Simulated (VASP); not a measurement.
# MgO (Fm-3m) in VASP: further runs

Runs on MgO. Level: PBE. Tasks: single point.

Everything below comes from runs of VASP 6.6.1. Logs are shortened: lines on timing, memory, paths and dates and some standing lists are left out, and cuts for length are marked.

### Step 1. The cell of the first run

It takes space group Fm-3m (No. 225, cubic). Conventional cell: a = 4.254 Å, b = 4.254 Å, c = 4.254 Å, α = 90.00°, β = 90.00°, γ = 90.00°. Within 2.8 Å of Mg (site symmetry m-3m) lie 6 O at 2.13 Å. O (site symmetry m-3m) has 6 Mg at 2.13 Å within 2.8 Å.

### Step 2. Single point, PBE

File INCAR:

```
SYSTEM = MgO
PREC = Accurate
ENCUT = 600
EDIFF = 1E-6
ISMEAR = -1
SIGMA = 0.1
LREAL = .FALSE.
LASPH = .TRUE.
NELM = 120
ALGO = Normal
ISIF = 2
LWAVE = .FALSE.
LCHARG = .FALSE.
GGA = PE
NBANDS = 11
GGA_COMPAT = .FALSE.
```

File KPOINTS:

```
regular mesh
0
G
  4 4 4
  0 0 0
```

File POSCAR:

```
MgO
1.0
   -2.1271493010      0.0000000000      2.1271493010
    0.0000000000      2.1271493010      2.1271493010
   -2.1271493010      2.1271493010      0.0000000000
Mg O
1 1
Direct
    0.0000000000      0.0000000000      0.0000000000
    0.5000000000      0.5000000000      0.5000000000
```

Potentials or basis: VASP PAW PBE potentials, release 64 (Mg, O).

Started as:

```
cat potpaw_PBE.64/Mg/POTCAR potpaw_PBE.64/O/POTCAR > POTCAR
mpirun -np 1 vasp_std > vasp.out
```

OUTCAR:

```text
SYSTEM = MgO
   PREC = Accurate
   ENCUT = 600
   EDIFF = 1E-6
   ISMEAR = -1
   LREAL = .FALSE.
   LASPH = .TRUE.
   NELM = 120
   ISIF = 2
   GGA = PE

 ion  position               nearest neighbor table
   1  0.000  0.000  0.000-   2 2.13   2 2.13   2 2.13   2 2.13   2 2.13   2 2.13
   2  0.500  0.500  0.500-   1 2.13   1 2.13   1 2.13   1 2.13   1 2.13   1 2.13

  LATTYP: Found a face centered cubic cell.
 ALAT       =     4.2542986020

  Lattice vectors:

 A1 = (  -2.1271493010,   0.0000000000,   2.1271493010)
 A2 = (   0.0000000000,   2.1271493010,   2.1271493010)
 A3 = (  -2.1271493010,   2.1271493010,   0.0000000000)

Analysis of symmetry for initial positions (statically):
=====================================================================
 Subroutine PRICEL returns:
 Original cell was already a primitive cell.

 Routine SETGRP: Setting up the symmetry group for a
 face centered cubic supercell.

 Subroutine GETGRP returns: Found 48 space group operations
 (whereof 48 operations were pure point group operations)
 out of a pool of 48 trial point group operations.

The static configuration has the point symmetry O_h .

Analysis of symmetry for dynamics (positions and initial velocities):
=====================================================================
 Subroutine PRICEL returns:
 Original cell was already a primitive cell.

 Routine SETGRP: Setting up the symmetry group for a
 face centered cubic supercell.

 Subroutine GETGRP returns: Found 48 space group operations
 (whereof 48 operations were pure point group operations)
 out of a pool of 48 trial point group operations.

The dynamic configuration has the point symmetry O_h .

 Subroutine INISYM returns: Found 48 space group operations
 (whereof 48 operations are pure point group operations),
 and found     1 'primitive' translations

----------------------------------------------------------------------------------------

                                     Primitive cell

  volume of cell :      19.2497

  direct lattice vectors                    reciprocal lattice vectors
    -2.127149301  0.000000000  2.127149301    -0.235056373 -0.235056373  0.235056373
     0.000000000  2.127149301  2.127149301     0.235056373  0.235056373  0.235056373
    -2.127149301  2.127149301  0.000000000    -0.235056373  0.235056373 -0.235056373

  length of vectors
     3.008243391  3.008243391  3.008243391     0.407129581  0.407129581  0.407129581

  position of ions in fractional coordinates (direct lattice)
     0.000000000  0.000000000  0.000000000
     0.500000000  0.500000000  0.500000000

  ion indices of the primitive-cell ions
   primitive index   ion index
                 1           1
                 2           2

----------------------------------------------------------------------------------------

 KPOINTS: regular mesh

Automatic generation of k-mesh.
 Grid dimensions read from file:
 generate k-points for:    4    4    4

 Generating k-lattice:

  Cartesian coordinates                     Fractional coordinates (reciprocal lattice)
    -0.058764093 -0.058764093  0.058764093     0.250000000  0.000000000  0.000000000
     0.058764093  0.058764093  0.058764093     0.000000000  0.250000000  0.000000000
    -0.058764093  0.058764093 -0.058764093     0.000000000  0.000000000  0.250000000

  Length of vectors
     0.101782395  0.101782395  0.101782395

  Shift w.r.t. Gamma in fractional coordinates (k-lattice)
     0.000000000  0.000000000  0.000000000

 Subroutine IBZKPT returns following result:
 ===========================================

 Found      8 irreducible k-points:

 Following reciprocal coordinates:
            Coordinates               Weight
  0.000000  0.000000  0.000000      1.000000
  0.250000  0.000000  0.000000      8.000000
  0.500000  0.000000  0.000000      4.000000
  0.250000  0.250000  0.000000      6.000000
  0.500000  0.250000  0.000000     24.000000
 -0.250000  0.250000  0.000000     12.000000
  0.500000  0.500000  0.000000      3.000000
 -0.250000  0.500000  0.250000      6.000000
   k-points           NKPTS =      8   k-points in BZ     NKDIM =      8   number of bands    NBANDS=     11
   number of dos      NEDOS =    301   number of ions     NIONS =      2
   total plane-waves  NPLWV =  13824
   dimension x,y,z NGX =    24 NGY =   24 NGZ =   24
   dimension x,y,z NGXF=    48 NGYF=   48 NGZF=   48
   ions per type =               1   1
   NGX,Y,Z   is equivalent  to a cutoff of  13.26, 13.26, 13.26 a.u.
   NGXF,Y,Z  is equivalent  to a cutoff of  26.53, 26.53, 26.53 a.u.
 SYSTEM =  MgO
   PREC   = accura    normal or accurate (medium, high low for compatibility)
   ISTART =      0    job   : 0-new  1-cont  2-samecut
   ICHARG =      2    charge: 1-file 2-atom 10-const
   ISPIN  =      1    spin polarized calculation?
   LNONCOLLINEAR =      F non collinear calculations
   LSORBIT =      F    spin-orbit coupling
   LASPH  =      T    aspherical Exc in radial PAW
   ENCUT  =  600.0 eV  44.10 Ry    6.64 a.u.   6.01  6.01  6.01*2*pi/ulx,y,z
   NELM   =    120;   NELMIN=  2; NELMDL= -5     # of ELM steps
   EDIFF  = 0.1E-05   stopping-criterion for ELM
   LREAL  =      F    real-space projection
   EDIFFG = 0.1E-04   stopping-criterion for IOM
   NSW    =      0    number of steps for IOM
   IBRION =     -1    ionic relax: 0-MD 1-quasi-New 2-CG
   NFREE  =      0    steps in history (QN), initial steepest desc. (CG)
   ISIF   =      2    stress and relaxation
   ISYM   =      2    0-nonsym 1-usesym 2-fastsym
   POTIM  = 0.5000    time-step for ionic-motion
   TEBEG  =    0.0;   TEEND  =   0.0 temperature during run
   PSTRESS=    0.0 pullay stress
   NELECT =       8.0000    total number of electrons
   NUPDOWN=      -1.0000    fix difference up-down
   EMIN   =  10.00;   EMAX   =-10.00  energy-range for DOS
   EFERMI =   0.00;   METHOD = LEGACY
   ISMEAR =    -1;   SIGMA  =   0.10  broadening in eV -4-tet -1-fermi 0-gaus
   EFERMI_NEDOS =   21; number of points for ismear=-14 and -15
   IALGO  =     38    algorithm
   IMIX   =      4    mixing-type and parameters
     AMIX     =   0.40;   BMIX     =  1.00
     AMIX_MAG =   1.60;   BMIX_MAG =  1.00
  volume/ion in A,a.u.               =       9.62        64.95
  Fermi-wavevector in a.u.,A,eV,Ry     =   1.221697  2.308673 20.307289  1.492544
  Thomas-Fermi vector in A             =   2.356870
   LORBIT       =      0    0 simple, 1 ext, 2 COOP (PROOUT), +10 PAW based schemes
   GGA     = PE    functional components
   LHFCALC =     F    Hartree Fock is set to
   AEXX    =    0.0000 exact exchange contribution
   IVDW    =     0    specifies the selected vdW correction
   LEPSILON=     F    determine dielectric tensor
   LRPA    =     F    only Hartree local field effects (RPA)
 non-spin polarized calculation
  energy-cutoff  :      600.00
  volume of cell :       19.25
 maximum number of plane-waves:       649
   NGX = 13   NGY = 13   NGZ = 13

 number of electron       8.0000004 magnetization

 Free energy of the ion-electron system (eV)
  ---------------------------------------------------
  ext. energy  EPLUGINS =         0.00000000
  ---------------------------------------------------
  free energy    TOTEN  =       -11.90211822 eV

  energy without entropy =      -11.90211822  energy(sigma->0) =      -11.90211822

 E-fermi :   5.2159     XC(G=0): -10.9345

 val. band max:        2.9795790516   @ k =   0.0000   0.0000   0.0000
 cond. band min:       7.4127575470   @ k =   0.0000   0.0000   0.0000
 fundamental gap:      4.4331784954
 Fermi energy:         5.2158767786

 k-point     1 :       0.0000    0.0000    0.0000
  band No.  band energies     occupation
      1     -14.1344      2.00000
      2       2.9796      2.00000
      3       2.9796      2.00000
      4       2.9796      2.00000
      5       7.4128      0.00000
      6      18.5983      0.00000
      7      18.5983      0.00000
      8      18.5983      0.00000
      9      22.4372      0.00000
     10      24.1762      0.00000
     11      24.1762      0.00000

 k-point     2 :       0.2500    0.0000    0.0000
  band No.  band energies     occupation
      1     -13.5781      2.00000
      2       0.3730      2.00000
      3       2.6559      2.00000
      4       2.6559      2.00000
      5       9.7902      0.00000
      6      15.3546      0.00000
      7      19.3724      0.00000
      8      19.3724      0.00000
      9      22.7735      0.00000
     10      22.7735      0.00000
     11      24.4675      0.00000

 k-point     3 :       0.5000    0.0000    0.0000
  band No.  band energies     occupation
      1     -12.9232      2.00000
      2      -1.5132      2.00000
      3       2.3586      2.00000
      4       2.3586      2.00000
      5      10.6784      0.00000
      6      15.2425      0.00000
      7      18.9710      0.00000
      8      18.9710      0.00000
      9      23.4107      0.00000
     10      25.0933      0.00000
     11      25.0933      0.00000

 k-point     4 :       0.2500    0.2500    0.0000
  band No.  band energies     occupation
      1     -13.4233      2.00000
      2       0.4023      2.00000
      3       2.2663      2.00000
      4       2.2663      2.00000
      5      10.7413      0.00000
      6      14.0555      0.00000
      7      18.1203      0.00000
      8      20.1152      0.00000
      9      20.1152      0.00000
     10      26.0150      0.00000
     11      29.7106      0.00000

 k-point     5 :       0.5000    0.2500    0.0000
  band No.  band energies     occupation
      1     -12.8084      2.00000
      2      -0.7331      2.00000
      3       1.1256      2.00000
      4       1.9976      2.00000
      5      12.4599      0.00000
      6      14.2887      0.00000
      7      15.9578      0.00000
      8      20.2427      0.00000
      9      21.3757      0.00000
     10      27.0660      0.00000
     11      29.2049      0.00000

 k-point     6 :      -0.2500    0.2500    0.0000
  band No.  band energies     occupation
      1     -12.9892      2.00000
      2      -0.4310      2.00000
      3       1.0464      2.00000
      4       2.3579      2.00000
      5      12.1783      0.00000
      6      14.5740      0.00000
      7      16.6406      0.00000
      8      20.1198      0.00000
      9      22.6926      0.00000
     10      23.5719      0.00000
     11      28.1659      0.00000

 k-point     7 :       0.5000    0.5000    0.0000
  band No.  band energies     occupation
      1     -12.6751      2.00000
      2      -0.9880      2.00000
      3       1.6710      2.00000
      4       1.6710      2.00000
      5      12.0514      0.00000
      6      12.6145      0.00000
      7      15.7590      0.00000
      8      21.4903      0.00000
      9      21.4903      0.00000
     10      27.7014      0.00000
     11      29.4182      0.00000

 k-point     8 :      -0.2500    0.5000    0.2500
  band No.  band energies     occupation
      1     -12.6270      2.00000
      2       0.1138      2.00000
      3       0.1138      2.00000
      4       1.2615      2.00000
      5      14.4180      0.00000
      6      14.4180      0.00000
      7      14.7748      0.00000
      8      18.0861      0.00000
      9      24.5112      0.00000
     10      24.5112      0.00000
     11      28.7930      0.00000

------------------------ aborting loop because EDIFF is reached ----------------------------------------

  FORCE on cell =-STRESS in cart. coord.  units (eV):
  Direction    XX          YY          ZZ          XY          YZ          ZX
  --------------------------------------------------------------------------------------
  -------------------------------------------------------------------------------------
  Total       -0.1293384     -0.1293384     -0.1293384      0.0000000      0.0000000      0.0000000
  in kB      -10.7650065    -10.7650065    -10.7650065      0.0000000      0.0000000      0.0000000
  external PRESSURE =     -10.7650065 kB  Pullay stress =       0.0000000 kB

 VOLUME and BASIS-vectors are now :
 -----------------------------------------------------------------------------
  energy-cutoff  :      600.00
  volume of cell :       19.25
      direct lattice vectors                 reciprocal lattice vectors
    -2.127149301  0.000000000  2.127149301    -0.235056373 -0.235056373  0.235056373
     0.000000000  2.127149301  2.127149301     0.235056373  0.235056373  0.235056373
    -2.127149301  2.127149301  0.000000000    -0.235056373  0.235056373 -0.235056373

 POSITION                                       TOTAL-FORCE (eV/Angst)
 -----------------------------------------------------------------------------------
      0.00000      0.00000      0.00000         0.000000     -0.000000      0.000000
     -2.12715      2.12715      2.12715        -0.000000      0.000000      0.000000
 -----------------------------------------------------------------------------------
    total drift:                                0.000000     -0.000000      0.000000

  FREE ENERGIE OF THE ION-ELECTRON SYSTEM (eV)
  ---------------------------------------------------
  free  energy   TOTEN  =       -11.9021182209 eV

  energy  without entropy=      -11.9021182208  energy(sigma->0) =      -11.90211822
```

Wall time 2.9 s (1 thread of Intel Xeon 6975P-C, shared host); peak memory 0.13 GiB.

What came out:

| Item | Value |
| --- | --- |
| Free energy | -11.9021 eV |
| Pressure | -1.1 GPa |
| Band gap on the k mesh | 4.43 eV, direct |

Levels at points of the mesh, in eV from the valence-band top:
```csv
k point,band 1,band 2,band 3,band 4,band 5,band 6,band 7,band 8
"(0.00, 0.00, 0.00)",-17.11,0.00,0.00,0.00,4.43,15.62,15.62,15.62
"(0.50, 0.00, 0.00)",-15.90,-4.49,-0.62,-0.62,7.70,12.26,15.99,15.99
"(0.50, 0.50, 0.00)",-15.65,-3.97,-1.31,-1.31,9.07,9.63,12.78,18.51
```

Caveat: the k points lie up to 0.64 Å⁻¹ apart.

### Step 3. Single point, PBE

File INCAR:

```
  ALGO = Normal
  EDIFF = 1E-6
  ENCUT = 600
  GGA = PE
  GGA_COMPAT = False
  ISIF = 2
  ISMEAR = -1
  LASPH = True
  LCHARG = True
  LELF = True
  LREAL = False
  LVHAR = True
  LWAVE = False
  NBANDS = 11
  NELM = 120
  PREC = Accurate
  SIGMA = 0.1
```

File KPOINTS:

```
k-points
0
Gamma
  4 4 4
```

POSCAR is that of step 2.

Potentials or basis: VASP PAW PBE potentials, release 64 (Mg, O).

Started as:

```
cat potpaw_PBE.64/Mg/POTCAR potpaw_PBE.64/O/POTCAR > POTCAR
mpirun -np 1 vasp_std > vasp.out
```

Wall time 3.4 s (1 thread of Intel Xeon 6975P-C, shared host); peak memory 0.14 GiB.

It converged, with:

```yaml
Free_energy: -11.9021 eV
Pressure: -1.1 GPa
Band_gap_on_the_k_mesh: 4.43 eV, direct
```

Levels at points of the mesh, in eV from the valence-band top:
```csv
k point,band 1,band 2,band 3,band 4,band 5,band 6,band 7,band 8
"(0.00, 0.00, 0.00)",-17.11,0.00,0.00,0.00,4.43,15.62,15.62,15.62
"(0.50, 0.00, 0.00)",-15.90,-4.49,-0.62,-0.62,7.70,12.26,15.99,15.99
"(0.50, 0.50, 0.00)",-15.65,-3.97,-1.31,-1.31,9.07,9.63,12.78,18.51
```

Caveat: the k points lie up to 0.64 Å⁻¹ apart. A hybrid or GW would open this gap; PBE tends to underestimate it.
